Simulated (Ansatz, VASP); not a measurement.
# ZnS in VASP and in Ansatz

```
Zn S
1.0
     0.00000    2.58632    2.81982
     2.58632    0.00000    2.81982
     2.58632    2.58632    0.00000
Zn S
1 1
Cartesian
  0.0000 0.0000 0.0000
  1.2932 1.2932 1.4099
```

Change from the starting cell: epitaxial_xy strain -4.0%.

Alike in both runs: task single point; functional r2SCAN; k mesh 8 × 8 × 8; no spin polarisation.

|  | VASP | Ansatz |
| --- | --- | --- |
| version | VASP 6.6.1 | Ansatz 0.2.0 |
| potentials or method | VASP PAW PBE potentials, release 64 (Zn, S) | plane waves, PAW |
| plane-wave cutoff (eV) | 520 | 500 |
| occupations | gaussian, width 0.01 eV | fixed |
| valence electrons in the cell | 18 | 18 |

Ansatz gave:

```
gap on the k mesh at the Fermi level (eV)                     : 2.72
pressure (GPa)                                                : 2.9
traceless stress, the component that is largest in VASP (GPa) : -2.90
```

Estimate VASP's values.

gap on the k mesh at the Fermi level (eV): 2.73; pressure (GPa): 2.9; traceless stress, the component that is largest in VASP (GPa): -2.95.

VASP's potentials were made for PBE, not for r2SCAN.
